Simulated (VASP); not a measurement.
Runs of VASP 6.6.1 on SnO. The structure is that of space group P4/nmm (No. 129), or close to it. The cells are those of the table. 

| cell | gap on the mesh (eV) | pressure (GPa) | largest force (eV/Å) |
| --- | --- | --- | --- |
| a = 4.014, b = 4.014, c = 4.438 Å, 4 atoms | (c) | (d) | 0.04 |
| a = 3.573, b = 3.573, c = 4.740 Å, 4 atoms | none | 18.2 | 2.05 |
| a = 3.933, b = 3.933, c = 4.622 Å, 4 atoms | 0.33 | -4.0 | 0.18 |
| a = 3.908, b = 3.908, c = 4.322 Å, 4 atoms | 0.33 | 2.4 | 0.90 |
| a = 3.646, b = 3.646, c = 4.552 Å, 4 atoms | none | 16.9 | 2.25 |
| a = 4.096, b = 4.096, c = 4.262 Å, 4 atoms | (b) | -5.7 | 0.01 |
| a = 3.988, b = 3.988, c = 4.150 Å, 4 atoms | 0.59 | (a) | 0.86 |
| a = 3.431, b = 3.431, c = 5.139 Å, 4 atoms | none | 20.7 | 0.98 |

Alike in all rows: task single point; level PBEsol; potentials or basis VASP PAW PBE potentials, release 64 (Sn_d, O); no spin polarisation; k mesh 12 × 12 × 10; cutoff (eV) 520; smearing gaussian 0.15 eV.

Q: Estimate the missing entries.

A: (a) 1.2; (b) 0.77; (c) 0.55; (d) -4.8.

Caveats: the PAW data sets were made with another functional, which shifts forces and pressure a little; spin-orbit coupling is left out, which moves the levels of the heavy elements; the cell stands under tension (at least some runs); the cell stands under pressure (at least some runs); semilocal functionals underestimate gaps, so a narrow gap can read as zero (at least some runs).

A k mesh can miss the band edges, and the runs leave out spin-orbit coupling on Sn.

A gap of «none» marks levels without a gap at the run's occupations.
